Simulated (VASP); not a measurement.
Set up this calculation in VASP 6.6.1, as the native input.

* Task: single point
* Functional: PBE
* Potentials or basis: VASP PAW PBE potentials, release 64 (Ta_pv, Nb_sv, F)
* Cutoff: 520 eV
* k mesh: 6 × 6 × 6
* Occupations: gaussian, width 0.1 eV
* Spin: no spin polarisation
* Dipole correction: no
* Further INCAR settings: ALGO = Normal; EDIFF = 1e-07; NBANDS = 41

The structure of TaNb3F2 lies in POSCAR:

```
TaNb3F2
1.0
    2.9068300872      1.6782591352      4.2915914642
   -2.9068300872      1.6782591352      4.2915914642
    0.0000000000     -3.3565182648      4.2915914664
Ta Nb F
1 3 2
Direct
    0.0000000000      0.0000000000      0.0000000000
    0.0000000000      0.5000000000      0.0000000000
    0.5000000000      0.0000000000      0.0000000000
    0.0000000000      0.0000000000      0.5000000000
    0.7259651521      0.7259651521      0.7259651521
    0.2740348479      0.2740348479      0.2740348479
```

The input as run:

INCAR

```
SYSTEM = TaNb3F2
PREC = Accurate
ENCUT = 520
EDIFF = 1E-7
ISMEAR = 0
SIGMA = 0.1
LREAL = .FALSE.
LASPH = .TRUE.
NELM = 80
ALGO = Normal
ISIF = 2
LWAVE = .FALSE.
LCHARG = .FALSE.
GGA = PE
NBANDS = 41
```

KPOINTS

```
Automatic mesh
0
G
  6 6 6
  0 0 0
```

Potentials or basis: VASP PAW PBE potentials, release 64 (Ta_pv, Nb_sv, F).

The run is started by

```sh
$ cat potpaw_PBE.64/Ta_pv/POTCAR potpaw_PBE.64/Nb_sv/POTCAR potpaw_PBE.64/F/POTCAR > POTCAR
$ mpirun -np 1 vasp_std > vasp.out
```

It gave:

| Property | Result |
| --- | --- |
| Pressure | -0.1 GPa |
| Largest force | 0.023 eV/Å |
| Band gap on the k mesh | zero (band 32 reaches 5.47 eV, above the bottom of band 33 at 4.83 eV) |

Caveat: spin-orbit coupling is left out, which moves the levels of the heavy elements.

Wall time 100 s on 1 thread of Intel(R) Xeon(R) 6975P-C (Granite Rapids) (shared host), peak memory 0.33 GiB.
